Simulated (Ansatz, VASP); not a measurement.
**Cs3HO: VASP beside Ansatz**

Contents of INCAR:

```
SYSTEM = Cs3HO
  PREC = Accurate
  ENCUT = 520
  EDIFF = 1E-6
  ISMEAR = 0
  SIGMA = 0.05
  LREAL = .FALSE.
  LASPH = .TRUE.
  NELM = 80
  ALGO = Normal
  ISIF = 2
  LWAVE = .FALSE.
  LCHARG = .FALSE.
  GGA = PE
  NBANDS = 25
```

Contents of KPOINTS:

```
Automatic mesh
0
G
  4 4 4
  0 0 0
```

Contents of POSCAR:

```
Cs3HO
1.0
    6.1400000000      0.0000000000      0.0000000000
    0.0000000000      6.1400000000      0.0000000000
    0.0000000000      0.0000000000      6.1400000000
H O Cs
1 1 3
Direct
    0.0000000000      0.0000000000      0.0000000000
    0.5000000000      0.5000000000      0.5000000000
    0.5000000000      0.5000000000      0.0000000000
    0.5000000000      0.0000000000      0.5000000000
    0.0000000000      0.5000000000      0.5000000000
```

Input for Ansatz:

```yaml
crystal:
  lattice:
    - [6.14, 0.0, 0.0]
    - [0.0, 6.14, 0.0]
    - [0.0, 0.0, 6.14]
  atoms:
    - { symbol: H, position: [0.0, 0.0, 0.0] }
    - { symbol: O, position: [0.5, 0.5, 0.5] }
    - { symbol: Cs, position: [0.5, 0.5, 0.0] }
    - { symbol: Cs, position: [0.5, 0.0, 0.5] }
    - { symbol: Cs, position: [0.0, 0.5, 0.5] }
basis:
  ecutwfc: 420
kpoints:
  mp_grid: { grid: [4, 4, 4] }
hamiltonian:
  xc: pbe
scf:
  occupations: { method: gaussian, width: 0.05 }
output:
  forces: true
  stress: true
  eigenvalues: true
```

Alike in both runs: task single point; functional PBE; k mesh 4 × 4 × 4; occupations gaussian, width 0.05 eV; no spin polarisation.

```csv
,VASP,Ansatz
version,VASP 6.6.1,Ansatz 0.2.0
potentials or method,"VASP PAW PBE potentials, release 64 (H, O, Cs_sv), cutoff 520 eV","scalar-relativistic, plane waves, PAW"
valence electrons in the cell,34,34
```

```tsv
	VASP	Ansatz	Ansatz less VASP
gap on the k mesh at the Fermi level (eV)	0.84	0.89	+0.047
least direct gap on the mesh (eV)	0.91	0.96	+0.042
pressure (GPa)	-1.4	-1.5	-0.07
```

Neither program's run includes spin-orbit coupling.
